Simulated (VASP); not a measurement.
# Si2Mo (P6/mmm) in VASP: a series of runs

Runs on Si2Mo. Level: PBE. Tasks: relaxation of cell and atoms.

Everything below comes from runs of VASP 6.6.1. Logs are shortened: lines on timing, memory, paths and dates and some standing lists are left out, and cuts for length are marked.

## Step 1: The cell of the first run

It takes space group P6/mmm (No. 191, hexagonal). Conventional cell: a = 3.804 Å, b = 3.804 Å, c = 8.621 Å, α = 90.00°, β = 90.00°, γ = 120.00°. Within 2.5 Å of Si (site symmetry mmm) lie 6 Si at 1.90 Å. Within 2.5 Å of Si (site symmetry 6/mmm) lie 6 Si at 1.90 Å. Mo (site symmetry -6m2) has 3 Mo at 2.20 Å within 2.9 Å.

The cell was built from a structure type or drawn by symmetry, and may not be a known phase.

## Step 2: Relaxation of cell and atoms, PBE

File INCAR:

```
ALGO     = Normal         # electronic algorithm
EDIFF    = 1E-6           # SCF threshold, eV
EDIFFG   = -0.04          # ionic threshold
ENCUT    = 600            # plane-wave cutoff, eV
GGA      = PE             # functional
IBRION   = 2              # ionic algorithm
ISIF     = 3              # what is computed and relaxed
ISMEAR   = 0              # smearing method
LASPH    = True           # aspherical terms in the spheres
LCHARG   = False          # write CHGCAR
LREAL    = False          # projectors in reciprocal space
LWAVE    = False          # write WAVECAR
NELM     = 100            # most SCF steps
NSW      = 90             # ionic steps
PREC     = Accurate       # precision mode
SIGMA    = 0.1            # smearing width, eV
```

File KPOINTS:

```
k-points
0
Gamma
  6 6 2
```

File POSCAR:

```
Si2Mo
1.0
    3.8037288900      0.0000000000      0.0000000000
   -1.9018644400      3.2941258400      0.0000000000
    0.0000000000      0.0000000000      8.6213034100
Si Mo
4 2
Direct
    0.5000000000      0.0000000000      0.0000000000
    0.0000000000      0.5000000000      0.0000000000
    0.5000000000      0.5000000000      0.0000000000
    0.0000000000      0.0000000000      0.0000000000
    0.3333333300      0.6666666700      0.5000000000
    0.6666666700      0.3333333300      0.5000000000
```

Potentials or basis: VASP PAW PBE potentials, release 64 (Si, Mo_sv).

Started as:

```sh
> cat potpaw_PBE.64/Si/POTCAR potpaw_PBE.64/Mo_sv/POTCAR > POTCAR
> mpirun -np 1 vasp_std > vasp.out
```

OUTCAR:

```text
EDIFF = 1E-6
   EDIFFG = -0.04
   ENCUT = 600
   GGA = PE
   IBRION = 2
   ISIF = 3
   ISMEAR = 0
   LASPH = True
   LREAL = False
   NELM = 100
   NSW = 90
   PREC = Accurate

 ion  position               nearest neighbor table
   1  0.500  0.000  0.000-   3 1.90   3 1.90   2 1.90   2 1.90   4 1.90   4 1.90
   2  0.000  0.500  0.000-   4 1.90   4 1.90   1 1.90   1 1.90   3 1.90   3 1.90
   3  0.500  0.500  0.000-   1 1.90   1 1.90   4 1.90   4 1.90   2 1.90   2 1.90
   4  0.000  0.000  0.000-   2 1.90   2 1.90   3 1.90   3 1.90   1 1.90   1 1.90
   5  0.333  0.667  0.500-   6 2.20   6 2.20   6 2.20
   6  0.667  0.333  0.500-   5 2.20   5 2.20   5 2.20

  LATTYP: Found a hexagonal cell.
 ALAT       =     3.8037288900
 C/A-ratio  =     2.2665399295

  Lattice vectors:

 A1 = (   3.8037288900,   0.0000000000,   0.0000000000)
 A2 = (  -1.9018644400,   3.2941258400,   0.0000000000)
 A3 = (   0.0000000000,   0.0000000000,   8.6213034100)

Analysis of symmetry for initial positions (statically):
=====================================================================
 Subroutine PRICEL returns:
 Original cell was already a primitive cell.

 Routine SETGRP: Setting up the symmetry group for a
 hexagonal supercell.

 Subroutine GETGRP returns: Found 24 space group operations
 (whereof 24 operations were pure point group operations)
 out of a pool of 24 trial point group operations.

The static configuration has the point symmetry D_6h.

Analysis of symmetry for dynamics (positions and initial velocities):
=====================================================================
 Subroutine PRICEL returns:
 Original cell was already a primitive cell.

 Routine SETGRP: Setting up the symmetry group for a
 hexagonal supercell.

 Subroutine GETGRP returns: Found 24 space group operations
 (whereof 24 operations were pure point group operations)
 out of a pool of 24 trial point group operations.

The dynamic configuration has the point symmetry D_6h.

 Subroutine INISYM returns: Found 24 space group operations
 (whereof 24 operations are pure point group operations),
 and found     1 'primitive' translations

----------------------------------------------------------------------------------------

                                     Primitive cell

  volume of cell :     108.0246

  direct lattice vectors                    reciprocal lattice vectors
     3.803728890  0.000000000  0.000000000     0.262899915  0.151785336  0.000000000
[... 77 lines left out ...]
   ISPIN  =      1    spin polarized calculation?
   LNONCOLLINEAR =      F non collinear calculations
   LSORBIT =      F    spin-orbit coupling
   LASPH  =      T    aspherical Exc in radial PAW
   ENCUT  =  600.0 eV  44.10 Ry    6.64 a.u.   7.60  7.60 17.22*2*pi/ulx,y,z
   NELM   =    100;   NELMIN=  2; NELMDL= -5     # of ELM steps
   EDIFF  = 0.1E-05   stopping-criterion for ELM
   LREAL  =      F    real-space projection
   EDIFFG = -.4E-01   stopping-criterion for IOM
   NSW    =     90    number of steps for IOM
   IBRION =      2    ionic relax: 0-MD 1-quasi-New 2-CG
   NFREE  =      1    steps in history (QN), initial steepest desc. (CG)
   ISIF   =      3    stress and relaxation
   ISYM   =      2    0-nonsym 1-usesym 2-fastsym
   POTIM  = 0.5000    time-step for ionic-motion
   TEBEG  =    0.0;   TEEND  =   0.0 temperature during run
   PSTRESS=    0.0 pullay stress
   NELECT =      44.0000    total number of electrons
   NUPDOWN=      -1.0000    fix difference up-down
   EMIN   =  10.00;   EMAX   =-10.00  energy-range for DOS
   EFERMI =   0.00;   METHOD = LEGACY
   ISMEAR =     0;   SIGMA  =   0.10  broadening in eV -4-tet -1-fermi 0-gaus
   EFERMI_NEDOS =   21; number of points for ismear=-14 and -15
   IALGO  =     38    algorithm
   IMIX   =      4    mixing-type and parameters
     AMIX     =   0.40;   BMIX     =  1.00
     AMIX_MAG =   1.60;   BMIX_MAG =  1.00
  volume/ion in A,a.u.               =      18.00       121.50
  Fermi-wavevector in a.u.,A,eV,Ry     =   1.213533  2.293244 20.036779  1.472662
  Thomas-Fermi vector in A             =   2.348982
   LORBIT       =      0    0 simple, 1 ext, 2 COOP (PROOUT), +10 PAW based schemes
   GGA     = PE    functional components
   LHFCALC =     F    Hartree Fock is set to
   AEXX    =    0.0000 exact exchange contribution
   IVDW    =     0    specifies the selected vdW correction
   LEPSILON=     F    determine dielectric tensor
   LRPA    =     F    only Hartree local field effects (RPA)
 conjugate gradient relaxation of ions
 non-spin polarized calculation
 Gauss-broadening in eV      SIGMA  =   0.10
  energy-cutoff  :      600.00
  volume of cell :      108.02
 maximum number of plane-waves:      3641
   NGX = 15   NGY = 15   NGZ = 35

--------------------------------------- Ionic step        1  -------------------------------------------

 number of electron      43.9999996 magnetization

 Free energy of the ion-electron system (eV)
  ---------------------------------------------------
  ext. energy  EPLUGINS =         0.00000000
  ---------------------------------------------------
  free energy    TOTEN  =       -14.82996193 eV

  energy without entropy =      -14.80932492  energy(sigma->0) =      -14.81964342

------------------------ aborting loop because EDIFF is reached ----------------------------------------

  FORCE on cell =-STRESS in cart. coord.  units (eV):
  Direction    XX          YY          ZZ          XY          YZ          ZX
  --------------------------------------------------------------------------------------
  -------------------------------------------------------------------------------------
  Total      103.0012485    103.0012480     -2.2882638      0.0000002     -0.0000000      0.0000000
  in kB     1527.6729923   1527.6729851    -33.9386061      0.0000023     -0.0000000      0.0000000
  external PRESSURE =    1007.1357904 kB  Pullay stress =       0.0000000 kB
[... 1756 lines left out ...]
     25      10.2487      0.07036
     26      12.8304      0.00000

[... ionic steps 4 to 27 ...]

--------------------------------------- Ionic step       28  -------------------------------------------

 number of electron      44.0000000 magnetization

------------------------ aborting loop because EDIFF is reached ----------------------------------------
[... 75 lines left out ...]
--------------------------------------- Ionic step       30  -------------------------------------------

 number of electron      44.0000009 magnetization

 Free energy of the ion-electron system (eV)
  ---------------------------------------------------
  ext. energy  EPLUGINS =         0.00000000
  ---------------------------------------------------
  free energy    TOTEN  =       -41.85034437 eV

  energy without entropy =      -41.83575200  energy(sigma->0) =      -41.84304819

 E-fermi :   9.5490     XC(G=0): -11.3481

 val. band max:        9.5373715342   @ k =   0.5000   0.0000   0.0000
 cond. band min:       9.5672234613   @ k =   0.3333   0.3333   0.5000
 fundamental gap:      0.0298519272
 Fermi energy:         9.5490027772
[... 437 lines left out ...]
  FREE ENERGIE OF THE ION-ELECTRON SYSTEM (eV)
  ---------------------------------------------------
  free  energy   TOTEN  =       -41.8503443726 eV

  energy  without entropy=      -41.8357520033  energy(sigma->0) =      -41.84304819

 reached required accuracy - stopping structural energy minimisation
```

OSZICAR:

```text
N       E                     dE             d eps       ncg     rms          rms(c)
DAV:   1     0.442948233995E+03    0.44295E+03   -0.26982E+04   800   0.174E+03
DAV:   2    -0.500946504206E+01   -0.44796E+03   -0.44211E+03   882   0.437E+02
DAV:   3    -0.264267367108E+02   -0.21417E+02   -0.20719E+02  1006   0.817E+01
DAV:   4    -0.270596444980E+02   -0.63291E+00   -0.62637E+00   914   0.123E+01
[... 461 lines left out ...]
DAV:   4    -0.418503490256E+02    0.86050E-04   -0.79476E-04   838   0.142E-01    0.410E-02
DAV:   5    -0.418503416912E+02    0.73344E-05   -0.10736E-04   872   0.470E-02    0.187E-02
DAV:   6    -0.418503422403E+02   -0.54916E-06   -0.14727E-05   888   0.210E-02    0.125E-02
DAV:   7    -0.418503442079E+02   -0.19676E-05   -0.20044E-06   524   0.982E-03    0.153E-03
DAV:   8    -0.418503443726E+02   -0.16467E-06   -0.18794E-07   382   0.319E-03
  30 F= -.41850344E+02 E0= -.41843048E+02  d E =-.887499E-01
```

Run time: 43 min. Hardware: 1 thread of Intel Xeon 8259CL, shared host; peak memory 0.28 GiB.

Results:

* Free energy: -41.8503 eV
* Relaxed volume: 16.15 Å³/atom
* Relaxed cell: a = 5.217 Å, b = 5.217 Å, c = 4.111 Å, α = 90.00°, β = 90.00°, γ = 120.00°
* Space group after relaxing (to 0.1 Å): P6/mmm (No. 191)
* Pressure after relaxing: -0.1 GPa
* Band gap on the k mesh: zero (bands 22 and 23 overlap by 1.60 eV)

Final structure:
```
Si Mo
1.0
     5.21721    0.00000    0.00000
    -2.60860    4.51823    0.00000
     0.00000    0.00000    4.11109
Si Mo
4 2
Direct
  0.50000 0.00000 0.00000
  0.00000 0.50000 0.00000
  0.50000 0.50000 0.00000
  0.00000 0.00000 0.00000
  0.33333 0.66667 0.50000
  0.66667 0.33333 0.50000
```

Caveat: the k points lie up to 0.76 Å⁻¹ apart in the final cell, too coarse for converged energies and pressures of a metal; a cell axis changed by over 15 % at a fixed basis, so the end point is rough.

## Step 3: Relaxation of cell and atoms, PBE

This run uses another cell than the first one, of 16.17 Å³/atom.

File INCAR:

```
SYSTEM = Si2Mo
PREC = Accurate
ENCUT = 600
EDIFF = 1E-7
ISMEAR = 0
SIGMA = 0.1
LREAL = .FALSE.
LASPH = .TRUE.
NELM = 60
ALGO = Normal
ISIF = 3
LWAVE = .FALSE.
LCHARG = .FALSE.
GGA = PE
IBRION = 2
NSW = 90
EDIFFG = -0.04
```

File KPOINTS:

```
Automatic mesh
0
G
  6 6 4
  0 0 0
```

File POSCAR:

```
Si2Mo
1.0
    5.2238886267      0.0000000000      0.0000000000
   -2.6119443134      4.5240202573      0.0000000000
    0.0000000000      0.0000000000      4.1063683484
Si Mo
4 2
Direct
    0.5000000000      0.0000000000      0.0000000000
    0.0000000000      0.5000000000      0.0000000000
    0.5000000000      0.5000000000      0.0000000000
    0.0000000000      0.0000000000      0.0000000000
    0.3333333333      0.6666666667      0.5000000000
    0.6666666667      0.3333333333      0.5000000000
```

Potentials or basis: VASP PAW PBE potentials, release 64 (Si, Mo_sv).

Started as:

```sh
> cat potpaw_PBE.64/Si/POTCAR potpaw_PBE.64/Mo_sv/POTCAR > POTCAR
> mpirun -np 1 vasp_std > vasp.out
```

Wall time 5.8 min (1 thread of Intel Xeon 8259CL, shared host); peak memory 0.27 GiB.

The run converged. Its results:

```yaml
Free_energy: -41.8838 eV
Relaxed_volume: 16.29 Å³/atom
Relaxed_cell: a = 5.286 Å, b = 5.286 Å, c = 4.039 Å, α = 90.00°, β = 90.00°, γ = 120.00°
Space_group_after_relaxing_to_0.1_Å: P6/mmm (No. 191)
Energy_gained_by_relaxing: 5.0 meV/atom
Ionic_steps: 5
Pressure_after_relaxing: 0.0 GPa
Band_gap_on_the_k_mesh: zero (bands 22 and 23 overlap by 1.88 eV)
```

Step by step:
| step | energy change (eV) | largest force (eV/Å) | pressure (GPa) | volume (Å³) |
| --- | --- | --- | --- | --- |
| 1 | 0.0000 | 0.0000 | 0.03 | 97.05 |
| 2 | -0.0282 | 0.0000 | 0.93 | 97.07 |
| 3 | -0.0282 | 0.0000 | 0.96 | 97.07 |
| 4 | -0.0280 | 0.0000 | -0.97 | 98.45 |
| 5 | -0.0302 | 0.0000 | 0.00 | 97.75 |

Final structure:
```xyz
6
Lattice="5.2862 0.0000 0.0000 -2.6431 4.5780 0.0000 0.0000 0.0000 4.0391" Properties=species:S:1:pos:R:3 pbc="T T T"
Si    2.6431    0.0000    0.0000
Si   -1.3215    2.2890    0.0000
Si    1.3215    2.2890    0.0000
Si    0.0000    0.0000    0.0000
Mo    0.0000    3.0520    2.0196
Mo    2.6431    1.5260    2.0196
```

Levels at points of the mesh, in eV from the Fermi level:
```tsv
k point	band 19	band 20	band 21	band 22	band 23	band 24	band 25	band 26
(0.00, 0.00, 0.00)	-2.49	-0.88	-0.88	-0.55	-0.55	0.38	0.38	3.00
(0.50, 0.00, 0.00)	-1.41	-0.60	-0.40	-0.32	1.01	1.46	1.48	1.75
(0.00, 0.00, 0.50)	-1.66	-1.55	-1.55	-1.03	0.41	0.41	0.90	2.53
(0.50, 0.00, 0.50)	-2.53	-1.59	-1.18	-1.05	-0.47	0.52	0.66	1.50
```

Caveat: the k points lie up to 0.39 Å⁻¹ apart in the final cell, too coarse for converged energies and pressures of a metal.
